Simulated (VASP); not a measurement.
**KCdCO3F: single point with PBE**

The system is KCdCO3F.

```xyz
7
Lattice="5.0419 0.0000 0.0000 -2.5210 4.3664 0.0000 0.0000 0.0000 4.4241" Properties=species:S:1:pos:R:3 pbc="T T T"
K     0.0000    0.0000    0.0000
Cd    2.5210    1.4555    2.2120
C     0.0000    2.9110    2.2120
O     0.0000    1.6279    2.2120
O    -1.1111    3.5525    2.2120
O     1.1111    3.5525    2.2120
F     2.5210    1.4555    0.0000
```

```json
{
 "Program": "VASP 6.6.1",
 "Task": "single point",
 "Functional": "PBE",
 "Potentials or basis": "VASP PAW PBE potentials, release 64 (K_sv, Cd, C, O, F)",
 "Cutoff": "520 eV",
 "k mesh": "6 × 6 × 6",
 "Occupations": "gaussian, width 0.01 eV",
 "Spin": "no spin polarisation"
}
```

```
Pressure               : 4.9 GPa
Largest force          : 0.724 eV/Å
Band gap on the k mesh : 2.00 eV
```

Forces in eV/Å, atoms in the order of the input:
```
K    0.000  0.000  0.000
Cd   0.000  0.000  0.000
C    0.000  0.000  0.000
O    0.000 -0.724  0.000
O   -0.627  0.362  0.000
O    0.627  0.362  0.000
F    0.000  0.000  0.000
```

Stress tensor (GPa, compression positive):
```
5.67 0.00 0.00
0.00 5.67 0.00
0.00 0.00 3.43
```

Levels at points of the mesh, in eV from the valence-band top:
```
           k point  band 21  band 22  band 23  band 24  band 25  band 26  band 27  band 28  band 29  band 30
(0.00, 0.00, 0.00)    -1.77    -1.77    -1.51    -1.51     0.00     2.00     5.91     6.36     9.06     9.06
(0.50, 0.00, 0.00)    -3.00    -1.98    -1.48    -1.45    -0.11     4.27     5.95     6.17     8.69     9.65
(0.00, 0.00, 0.50)    -1.93    -1.93    -1.42    -1.42     0.00     4.29     5.20     6.42     9.32     9.32
(0.50, 0.00, 0.50)    -2.26    -1.75    -1.38    -1.29    -0.11     5.79     6.06     7.07     8.01     8.44
```

It took 2.3 min on 1 thread of Oxide Virtual Turin-like Processor, with other jobs on the host, peak memory 0.26 GiB.

Caveat: the cell stands under pressure. A k mesh can miss the band edges.
